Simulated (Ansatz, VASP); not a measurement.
**NiSb: VASP beside Ansatz**

The input INCAR:

```
  PREC = Accurate
  ENCUT = 600
  EDIFF = 1E-6
  ISMEAR = 0
  SIGMA = 0.1
  LREAL = F
  LASPH = T
  NELM = 200
  ALGO = Normal
  ISIF = 2
  LWAVE = F
  LCHARG = F
  LMAXMIX = 4
  LDAU = T
  LDAUTYPE = 2
  LDAUL = 2 -1
  LDAUU = 3.6 0
  LDAUJ = 0 0
  LDAUPRINT = 1
  NBANDS = 23
  GGA_COMPAT = F
```

KPOINTS

```
regular mesh
0
Gamma
  3 3 2
```

Contents of POSCAR:

```
NiSb
1.0
    3.9660934360      0.0000000000      0.0000000000
   -1.9830467180      3.4347376694      0.0000000000
    0.0000000000      0.0000000000      5.1740407271
Ni Sb
2 2
Direct
    0.0000000000      0.0000000000      0.0000000000
    0.0000000000      0.0000000000      0.5000000000
    0.3333333333      0.6666666667      0.2500000000
    0.6666666667      0.3333333333      0.7500000000
```

Input for Ansatz:

```yaml
crystal:
  lattice:
    - [3.966093436, 0.0, 0.0]
    - [-1.983046718, 3.4347376694, 0.0]
    - [0.0, 0.0, 5.1740407271]
  atoms:
    - { symbol: Ni, position: [0.0, 0.0, 0.0] }
    - { symbol: Ni, position: [0.0, 0.0, 0.5] }
    - { symbol: Sb, position: [0.3333333333, 0.6666666667, 0.25] }
    - { symbol: Sb, position: [0.6666666667, 0.3333333333, 0.75] }
basis:
  ecutwfc: 420
  ecutrho_ratio: 5
kpoints:
  mp_grid: { grid: [3, 3, 2] }
hamiltonian:
  xc: lda
  hubbard: { sites: [{ species: Ni, l: d, u_eff: 3.6 }] }
scf:
  occupations: { method: gaussian, width: 0.1 }
  convergence: { dr2_threshold: "1e-5 eV" }
  max_iter: 94
output:
  forces: true
  stress: true
  eigenvalues: true
  populations: true
```

Alike in both runs: task single point; functional LDA; k mesh 3 × 3 × 2; occupations gaussian, width 0.1 eV; no spin polarisation; Hubbard terms Ni d U = 3.6 eV.

|  | VASP | Ansatz |
| --- | --- | --- |
| version | VASP 6.6.1 | Ansatz 0.2.0 |
| potentials or method | VASP PAW LDA potentials, release 64 (Ni, Sb), cutoff 600 eV | scalar-relativistic, plane waves, PAW |
| valence electrons in the cell | 30 | 66 |

Ansatz gave:

- gap on the k mesh at the Fermi level (eV): none
- pressure (GPa): -7.1
- traceless stress, the component that is largest in VASP (GPa): 3.26

Question: Estimate VASP's values.

Answer: gap on the k mesh at the Fermi level (eV): none; pressure (GPa): -9.3; traceless stress, the component that is largest in VASP (GPa): 3.31.

LDA's correlation is that of Perdew and Zunger in VASP and of Perdew and Wang (1992) in Ansatz. The programs project onto different local orbitals, so the same U acts differently, and such runs can settle in different states. A gap of «none» marks a metal or a gap that the smearing closes. VASP's potentials hold 30 valence electrons a cell and Ansatz's 66, so a difference there can come from the potentials and not from the codes. Ansatz's warnings: filled band counts differ across k points, force scf threshold loose, stress scf threshold loose.

The k mesh is coarse, so the values compare programs but aren't converged. Spin-orbit coupling is off throughout.
